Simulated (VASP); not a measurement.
# Al2Pt (Fm-3m) in VASP: further runs

The runs below take Al2Pt through single point, with PBE.

Everything below comes from runs of VASP 6.6.1. Logs are shortened: lines on timing, memory, paths and dates and some standing lists are left out, and cuts for length are marked.

### 1 The cell of the first run

Symmetry: Fm-3m, No. 225, cubic system. The conventional cell has a = 5.910 Å, b = 5.910 Å, c = 5.910 Å, α = 90.00°, β = 90.00°, γ = 90.00°. Pt (site symmetry m-3m) has 8 Al at 2.56 Å within 3.4 Å. Within 3.4 Å of Al (site symmetry -43m) lie 4 Pt at 2.56 Å and 6 Al at 2.96 Å.

### 2 Single point, PBE

File INCAR:

```
SYSTEM = Al2Pt
  PREC = Accurate
  ENCUT = 520
  EDIFF = 1E-6
  ISMEAR = -1
  SIGMA = 0.05
  LREAL = .FALSE.
  LASPH = .TRUE.
  NELM = 100
  ALGO = Normal
  ISIF = 2
  LWAVE = .FALSE.
  LCHARG = .FALSE.
  GGA = PE
  NBANDS = 15
```

File KPOINTS:

```
Automatic mesh
0
G
  8 8 8
  0 0 0
```

File POSCAR:

```
Al2Pt
1.0
    0.0000000000      2.9550000000      2.9550000000
    2.9550000000      0.0000000000      2.9550000000
    2.9550000000      2.9550000000      0.0000000000
Pt Al
1 2
Direct
    0.0000000000      0.0000000000      0.0000000000
    0.7500000000      0.7500000000      0.7500000000
    0.2500000000      0.2500000000      0.2500000000
```

Potentials or basis: VASP PAW PBE potentials, release 64 (Pt, Al).

Command:

```
$ cat potpaw_PBE.64/Pt/POTCAR potpaw_PBE.64/Al/POTCAR > POTCAR
$ mpirun -np 1 vasp_std > vasp.out
```

OUTCAR:

```text
SYSTEM = Al2Pt
   PREC = Accurate
   ENCUT = 520
   EDIFF = 1E-6
   ISMEAR = -1
   LREAL = .FALSE.
   LASPH = .TRUE.
   NELM = 100
   ISIF = 2
   GGA = PE

 ion  position               nearest neighbor table
   1  0.000  0.000  0.000-   2 2.56   2 2.56   2 2.56   2 2.56   3 2.56   3 2.56   3 2.56   3 2.56

   2  0.750  0.750  0.750-   1 2.56   1 2.56   1 2.56   1 2.56   3 2.96   3 2.96   3 2.96   3 2.96
                             3 2.96   3 2.96
   3  0.250  0.250  0.250-   1 2.56   1 2.56   1 2.56   1 2.56   2 2.96   2 2.96   2 2.96   2 2.96
                             2 2.96   2 2.96

  LATTYP: Found a face centered cubic cell.
 ALAT       =     5.9100000000

  Lattice vectors:

 A1 = (   0.0000000000,   2.9550000000,   2.9550000000)
 A2 = (   2.9550000000,   0.0000000000,   2.9550000000)
 A3 = (   2.9550000000,   2.9550000000,   0.0000000000)

Analysis of symmetry for initial positions (statically):
=====================================================================
 Subroutine PRICEL returns:
 Original cell was already a primitive cell.

 Routine SETGRP: Setting up the symmetry group for a
 face centered cubic supercell.

 Subroutine GETGRP returns: Found 48 space group operations
 (whereof 48 operations were pure point group operations)
 out of a pool of 48 trial point group operations.

The static configuration has the point symmetry O_h .

Analysis of symmetry for dynamics (positions and initial velocities):
=====================================================================
 Subroutine PRICEL returns:
 Original cell was already a primitive cell.

 Routine SETGRP: Setting up the symmetry group for a
 face centered cubic supercell.

 Subroutine GETGRP returns: Found 48 space group operations
 (whereof 48 operations were pure point group operations)
 out of a pool of 48 trial point group operations.

The dynamic configuration has the point symmetry O_h .

 Subroutine INISYM returns: Found 48 space group operations
 (whereof 48 operations are pure point group operations),
 and found     1 'primitive' translations

----------------------------------------------------------------------------------------

                                     Primitive cell

  volume of cell :      51.6063

  direct lattice vectors                    reciprocal lattice vectors
     0.000000000  2.955000000  2.955000000    -0.169204738  0.169204738  0.169204738
     2.955000000  0.000000000  2.955000000     0.169204738 -0.169204738  0.169204738
     2.955000000  2.955000000  0.000000000     0.169204738  0.169204738 -0.169204738

  length of vectors
     4.179001077  4.179001077  4.179001077     0.293071203  0.293071203  0.293071203

  position of ions in fractional coordinates (direct lattice)
     0.000000000  0.000000000  0.000000000
     0.750000000  0.750000000  0.750000000
     0.250000000  0.250000000  0.250000000

  ion indices of the primitive-cell ions
   primitive index   ion index
                 1           1
                 2           2
                 3           3

----------------------------------------------------------------------------------------

 KPOINTS: Automatic mesh

Automatic generation of k-mesh.
 Grid dimensions read from file:
 generate k-points for:    8    8    8

 Generating k-lattice:

  Cartesian coordinates                     Fractional coordinates (reciprocal lattice)
    -0.021150592  0.021150592  0.021150592     0.125000000  0.000000000  0.000000000
     0.021150592 -0.021150592  0.021150592     0.000000000  0.125000000  0.000000000
     0.021150592  0.021150592 -0.021150592     0.000000000  0.000000000  0.125000000

  Length of vectors
     0.036633900  0.036633900  0.036633900

  Shift w.r.t. Gamma in fractional coordinates (k-lattice)
     0.000000000  0.000000000  0.000000000

 Subroutine IBZKPT returns following result:
 ===========================================

 Found     29 irreducible k-points:

 Following reciprocal coordinates:
            Coordinates               Weight
  0.000000  0.000000  0.000000      1.000000
  0.125000  0.000000  0.000000      8.000000
  0.250000  0.000000  0.000000      8.000000
  0.375000  0.000000  0.000000      8.000000
  0.500000  0.000000  0.000000      4.000000
  0.125000  0.125000  0.000000      6.000000
[... 16 lines left out ...]
  0.500000  0.250000  0.125000     48.000000
 -0.375000  0.250000  0.125000     24.000000
 [... further k-points ...]
   k-points           NKPTS =     29   k-points in BZ     NKDIM =     29   number of bands    NBANDS=     15
   number of dos      NEDOS =    301   number of ions     NIONS =      3
   total plane-waves  NPLWV =  32768
   dimension x,y,z NGX =    32 NGY =   32 NGZ =   32
   dimension x,y,z NGXF=    64 NGYF=   64 NGZF=   64
   ions per type =               1   2
   NGX,Y,Z   is equivalent  to a cutoff of  12.73, 12.73, 12.73 a.u.
   NGXF,Y,Z  is equivalent  to a cutoff of  25.46, 25.46, 25.46 a.u.
 SYSTEM =  Al2Pt
   PREC   = accura    normal or accurate (medium, high low for compatibility)
   ISTART =      0    job   : 0-new  1-cont  2-samecut
   ICHARG =      2    charge: 1-file 2-atom 10-const
   ISPIN  =      1    spin polarized calculation?
   LNONCOLLINEAR =      F non collinear calculations
   LSORBIT =      F    spin-orbit coupling
   LASPH  =      T    aspherical Exc in radial PAW
   ENCUT  =  520.0 eV  38.22 Ry    6.18 a.u.   7.77  7.77  7.77*2*pi/ulx,y,z
   NELM   =    100;   NELMIN=  2; NELMDL= -5     # of ELM steps
   EDIFF  = 0.1E-05   stopping-criterion for ELM
   LREAL  =      F    real-space projection
   EDIFFG = 0.1E-04   stopping-criterion for IOM
   NSW    =      0    number of steps for IOM
   IBRION =     -1    ionic relax: 0-MD 1-quasi-New 2-CG
   NFREE  =      0    steps in history (QN), initial steepest desc. (CG)
   ISIF   =      2    stress and relaxation
   ISYM   =      2    0-nonsym 1-usesym 2-fastsym
   POTIM  = 0.5000    time-step for ionic-motion
   TEBEG  =    0.0;   TEEND  =   0.0 temperature during run
   PSTRESS=    0.0 pullay stress
   NELECT =      16.0000    total number of electrons
   NUPDOWN=      -1.0000    fix difference up-down
   EMIN   =  10.00;   EMAX   =-10.00  energy-range for DOS
   EFERMI =   0.00;   METHOD = LEGACY
   ISMEAR =    -1;   SIGMA  =   0.05  broadening in eV -4-tet -1-fermi 0-gaus
   EFERMI_NEDOS =   21; number of points for ismear=-14 and -15
   IALGO  =     38    algorithm
   IMIX   =      4    mixing-type and parameters
     AMIX     =   0.40;   BMIX     =  1.00
     AMIX_MAG =   1.60;   BMIX_MAG =  1.00
  volume/ion in A,a.u.               =      17.20       116.09
  Fermi-wavevector in a.u.,A,eV,Ry     =   1.108019  2.093853 16.703966  1.227707
  Thomas-Fermi vector in A             =   2.244541
   LORBIT       =      0    0 simple, 1 ext, 2 COOP (PROOUT), +10 PAW based schemes
   GGA     = PE    functional components
   LHFCALC =     F    Hartree Fock is set to
   AEXX    =    0.0000 exact exchange contribution
   IVDW    =     0    specifies the selected vdW correction
   LEPSILON=     F    determine dielectric tensor
   LRPA    =     F    only Hartree local field effects (RPA)
 non-spin polarized calculation
  energy-cutoff  :      520.00
  volume of cell :       51.61
 maximum number of plane-waves:      1411
   NGX = 15   NGY = 15   NGZ = 15

 number of electron      16.0000000 magnetization

 Free energy of the ion-electron system (eV)
  ---------------------------------------------------
  ext. energy  EPLUGINS =         0.00000000
  ---------------------------------------------------
  free energy    TOTEN  =       -16.23853072 eV

  energy without entropy =      -16.22598711  energy(sigma->0) =      -16.23225892

 E-fermi :   7.8699     XC(G=0): -10.7018

 val. band max:        7.7982896241   @ k =   0.3750   0.2500   0.0000
 cond. band min:       7.8977708096   @ k =  -0.3750   0.1250   0.0000
 fundamental gap:      0.0994811856
 Fermi energy:         7.8698581181

 k-point     1 :       0.0000    0.0000    0.0000
  band No.  band energies     occupation
      1      -2.3295      2.00000
      2       2.8481      2.00000
      3       2.8481      2.00000
      4       2.8481      2.00000
      5       4.2050      2.00000
      6       4.2050      2.00000
      7      10.8537      0.00000
      8      11.7223      0.00000
      9      11.7223      0.00000
     10      11.7223      0.00000
     11      13.3098      0.00000
     12      13.3098      0.00000
     13      13.3098      0.00000
     14      14.2357      0.00000
     15      14.2357      0.00000

 k-point     2 :       0.1250    0.0000    0.0000
  band No.  band energies     occupation
      1      -2.1150      2.00000
      2       2.7227      2.00000
      3       2.9184      2.00000
      4       2.9184      2.00000
      5       4.1825      2.00000
      6       4.1825      2.00000
      7       9.5460      0.00000
      8      11.1665      0.00000
      9      11.1665      0.00000
     10      11.1920      0.00000
     11      13.8255      0.00000
     12      13.8510      0.00000
     13      13.8510      0.00000
     14      13.9637      0.00000
     15      13.9637      0.00000

 k-point     3 :       0.2500    0.0000    0.0000
  band No.  band energies     occupation
      1      -1.4972      2.00000
      2       2.4256      2.00000
      3       3.0659      2.00000
      4       3.0659      2.00000
      5       4.1875      2.00000
      6       4.1875      2.00000
      7       7.0179      2.00000
      8      10.1757      0.00000
      9      10.1757      0.00000
     10      11.6427      0.00000
     11      13.3271      0.00000
     12      13.3807      0.00000
     13      13.3807      0.00000
     14      15.2271      0.00000
     15      15.2271      0.00000
[... 343 lines left out ...]
 k-point    23 :       0.5000    0.2500    0.1250
  band No.  band energies     occupation
      1      -0.0416      2.00000
      2       2.0143      2.00000
      3       3.0652      2.00000
      4       3.4858      2.00000
      5       4.0628      2.00000
      6       4.3102      2.00000
      7       5.1060      2.00000
      8       7.0221      2.00000
      9       8.4783      0.00001
     10      11.8842      0.00000
     11      13.0243      0.00000
     12      14.0563      0.00000
     13      15.0723      0.00000
     14      15.8928      0.00000
     15      17.4167      0.00000

 k-point    24 :      -0.3750    0.2500    0.1250
  band No.  band energies     occupation
      1       0.5986      2.00000
      2       1.8279      2.00000
      3       3.0096      2.00000
      4       3.4998      2.00000
      5       3.7540      2.00000
      6       4.4065      2.00000
      7       4.6667      2.00000
      8       6.9239      2.00000
      9       8.0231      0.08924
     10      11.7625      0.00000
     11      13.0996      0.00000
     12      14.7525      0.00000
     13      15.1611      0.00000
     14      16.2932      0.00000
     15      16.8258      0.00000

 [... further k-points ...]
[... 5 lines left out ...]
  --------------------------------------------------------------------------------------
  -------------------------------------------------------------------------------------
  Total        0.7491976      0.7491976      0.7491976      0.0000000     -0.0000000      0.0000000
  in kB       23.2597208     23.2597208     23.2597208      0.0000000     -0.0000000      0.0000000
  external PRESSURE =      23.2597208 kB  Pullay stress =       0.0000000 kB

 VOLUME and BASIS-vectors are now :
 -----------------------------------------------------------------------------
  energy-cutoff  :      520.00
  volume of cell :       51.61
      direct lattice vectors                 reciprocal lattice vectors
     0.000000000  2.955000000  2.955000000    -0.169204738  0.169204738  0.169204738
     2.955000000  0.000000000  2.955000000     0.169204738 -0.169204738  0.169204738
     2.955000000  2.955000000  0.000000000     0.169204738  0.169204738 -0.169204738

 POSITION                                       TOTAL-FORCE (eV/Angst)
 -----------------------------------------------------------------------------------
      0.00000      0.00000      0.00000         0.000000      0.000000     -0.000000
      4.43250      4.43250      4.43250         0.000000      0.000000      0.000000
      1.47750      1.47750      1.47750        -0.000000     -0.000000     -0.000000
 -----------------------------------------------------------------------------------
    total drift:                                0.000000     -0.000000      0.000000

  FREE ENERGIE OF THE ION-ELECTRON SYSTEM (eV)
  ---------------------------------------------------
  free  energy   TOTEN  =       -16.2385307222 eV

  energy  without entropy=      -16.2259871120  energy(sigma->0) =      -16.23225892
```

It took 11 s on 1 thread of Intel Xeon Platinum 8559C (Emerald Rapids), shared host; peak memory 0.17 GiB.

What came out:

| Property | Result |
| --- | --- |
| Free energy | -16.2385 eV |
| Pressure | 2.3 GPa |
| Band gap on the k mesh | zero (band 8 reaches 11.72 eV, above the bottom of band 9 at 6.29 eV) |

Levels at points of the mesh, in eV from the Fermi level:
| k point | band 4 | band 5 | band 6 | band 7 | band 8 | band 9 | band 10 | band 11 | band 12 | band 13 |
| --- | --- | --- | --- | --- | --- | --- | --- | --- | --- | --- |
| (0.00, 0.00, 0.00) | -5.02 | -3.66 | -3.66 | 2.98 | 3.85 | 3.85 | 3.85 | 5.44 | 5.44 | 5.44 |
| (0.50, 0.00, 0.00) | -4.70 | -3.68 | -3.44 | -3.44 | 1.05 | 1.05 | 3.80 | 5.19 | 5.19 | 5.41 |
| (0.50, 0.50, 0.00) | -3.75 | -3.75 | -3.38 | -3.17 | -1.58 | -1.58 | 3.17 | 3.41 | 8.10 | 10.80 |

Caveat: spin-orbit coupling is left out, which moves the levels of the heavy elements.

### 3 Single point, PBE

This run uses another cell than the first one, of 16.86 Å³/atom, 0.980 times its volume.

File INCAR:

```
ALGO = Normal
EDIFF = 1E-7
ENCUT = 520
GGA = PE
ISIF = 2
ISMEAR = -1
LASPH = T
LCHARG = F
LREAL = F
LWAVE = F
NBANDS = 15
NELM = 100
PREC = Accurate
SIGMA = 0.05
```

File KPOINTS:

```
k-points
0
Gamma
  8 8 8
```

File POSCAR:

```
Al2Pt
1.0
    0.0000000000      2.9351671877      2.9351671877
    2.9351671877      0.0000000000      2.9351671877
    2.9351671877      2.9351671877      0.0000000000
Pt Al
1 2
Direct
    0.0000000000      0.0000000000      0.0000000000
    0.7500000000      0.7500000000      0.7500000000
    0.2500000000      0.2500000000      0.2500000000
```

Potentials or basis: VASP PAW PBE potentials, release 64 (Pt, Al).

Command:

```
$ cat potpaw_PBE.64/Pt/POTCAR potpaw_PBE.64/Al/POTCAR > POTCAR
$ mpirun -np 1 vasp_std > vasp.out
```

OUTCAR:

```text
EDIFF = 1E-7
   ENCUT = 520
   GGA = PE
   ISIF = 2
   ISMEAR = -1
   LASPH = T
   LREAL = F
   NELM = 100
   PREC = Accurate

 ion  position               nearest neighbor table
   1  0.000  0.000  0.000-   2 2.54   3 2.54   2 2.54   2 2.54   2 2.54   3 2.54   3 2.54   3 2.54

   2  0.750  0.750  0.750-   1 2.54   1 2.54   1 2.54   1 2.54   3 2.94   3 2.94   3 2.94   3 2.94
                             3 2.94   3 2.94
   3  0.250  0.250  0.250-   1 2.54   1 2.54   1 2.54   1 2.54   2 2.94   2 2.94   2 2.94   2 2.94
[... 620 lines left out ...]
     12      15.0745      0.00000
     13      15.4855      0.00000
     14      16.6322      0.00000
     15      17.2478      0.00000

 [... further k-points ...]
[... 5 lines left out ...]
  --------------------------------------------------------------------------------------
  -------------------------------------------------------------------------------------
  Total        1.6681418      1.6681418      1.6681418      0.0000000     -0.0000000      0.0000000
  in kB       52.8463532     52.8463532     52.8463532      0.0000000     -0.0000000      0.0000000
  external PRESSURE =      52.8463532 kB  Pullay stress =       0.0000000 kB

 VOLUME and BASIS-vectors are now :
 -----------------------------------------------------------------------------
  energy-cutoff  :      520.00
  volume of cell :       50.57
      direct lattice vectors                 reciprocal lattice vectors
     0.000000000  2.935167188  2.935167188    -0.170348048  0.170348048  0.170348048
     2.935167188  0.000000000  2.935167188     0.170348048 -0.170348048  0.170348048
     2.935167188  2.935167188  0.000000000     0.170348048  0.170348048 -0.170348048

 POSITION                                       TOTAL-FORCE (eV/Angst)
 -----------------------------------------------------------------------------------
      0.00000      0.00000      0.00000        -0.000000     -0.000000      0.000000
      4.40275      4.40275      4.40275        -0.000000     -0.000000     -0.000000
      1.46758      1.46758      1.46758         0.000000      0.000000      0.000000
 -----------------------------------------------------------------------------------
    total drift:                                0.000000     -0.000000      0.000000

  FREE ENERGIE OF THE ION-ELECTRON SYSTEM (eV)
  ---------------------------------------------------
  free  energy   TOTEN  =       -16.2139547078 eV

  energy  without entropy=      -16.2016526646  energy(sigma->0) =      -16.20780369
```

OSZICAR:

```text
N       E                     dE             d eps       ncg     rms          rms(c)
DAV:   1     0.512217076041E+02    0.51222E+02   -0.67055E+03   886   0.914E+02
DAV:   2    -0.151539107412E+02   -0.66376E+02   -0.58614E+02  1059   0.170E+02
DAV:   3    -0.167821523256E+02   -0.16282E+01   -0.16183E+01  1122   0.250E+01
DAV:   4    -0.167948572142E+02   -0.12705E-01   -0.12704E-01  1038   0.264E+00
DAV:   5    -0.167950848689E+02   -0.22765E-03   -0.22765E-03  1171   0.366E-01    0.888E+00
DAV:   6    -0.163232821033E+02    0.47180E+00   -0.19106E+00  1017   0.125E+01    0.231E+00
DAV:   7    -0.162437995585E+02    0.79483E-01   -0.14239E-01  1003   0.355E+00    0.172E+00
DAV:   8    -0.162137649812E+02    0.30035E-01   -0.27894E-02  1052   0.140E+00    0.249E-01
DAV:   9    -0.162138081377E+02   -0.43157E-04   -0.13568E-03  1073   0.312E-01    0.159E-01
DAV:  10    -0.162139553999E+02   -0.14726E-03   -0.25590E-04   940   0.112E-01    0.164E-02
DAV:  11    -0.162139531268E+02    0.22730E-05   -0.11814E-05  1136   0.327E-02    0.765E-03
DAV:  12    -0.162139547646E+02   -0.16378E-05   -0.43205E-06   940   0.130E-02    0.182E-03
DAV:  13    -0.162139547078E+02    0.56882E-07   -0.23467E-07  1127   0.452E-03
   1 F= -.16213955E+02 E0= -.16207804E+02  d E =-.123020E-01
```

Wall time 11 s (1 thread of Intel Xeon Platinum 8559C (Emerald Rapids), shared host); peak memory 0.18 GiB.

Results:

```yaml
Free_energy: -16.2140 eV
Pressure: 5.3 GPa
Band_gap_on_the_k_mesh: zero (band 8 reaches 11.98 eV, above the bottom of band 9 at 6.50 eV)
```

Caveat: spin-orbit coupling is left out, which moves the levels of the heavy elements.

(Continued in part 2 of 2.)
